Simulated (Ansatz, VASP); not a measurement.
Ru: VASP beside Ansatz

```
Ru
1.0
     4.02808    0.00000    0.00000
    -2.01404    3.48842    0.00000
     0.00000    0.00000    5.62928
Ru
4
Cartesian
  0.0000 2.3256 2.5740
  2.0140 1.1628 5.3886
  2.0140 1.1628 3.0553
  0.0000 2.3256 0.2407
```

Alike in both runs: functional PBE; k mesh 6 × 6 × 4; occupations gaussian, width 0.1 eV; no spin polarisation.

Ansatz relaxed the structure, and its values are those at the end. VASP's run is a single point on that final structure, the one shown.

```csv
,VASP,Ansatz
version,VASP 6.6.1,Ansatz 0.2.0
potentials or method,"VASP PAW PBE potentials, release 64 (Ru_pv), cutoff 520 eV","scalar-relativistic, plane waves, PAW"
valence electrons in the cell,56,64
```

|  | VASP | Ansatz | Ansatz less VASP |
| --- | --- | --- | --- |
| gap on the k mesh at the Fermi level (eV) | none | none | - |
| pressure (GPa) | 0.1 | -0.1 | -0.24 |
| rms of the force components (eV/Å) | 0.014 | 0.004 | -0.0109 |

A gap of «none» marks a metal or a gap that the smearing closes. VASP's potentials hold 56 valence electrons a cell and Ansatz's 64, so a difference there can come from the potentials and not from the codes.
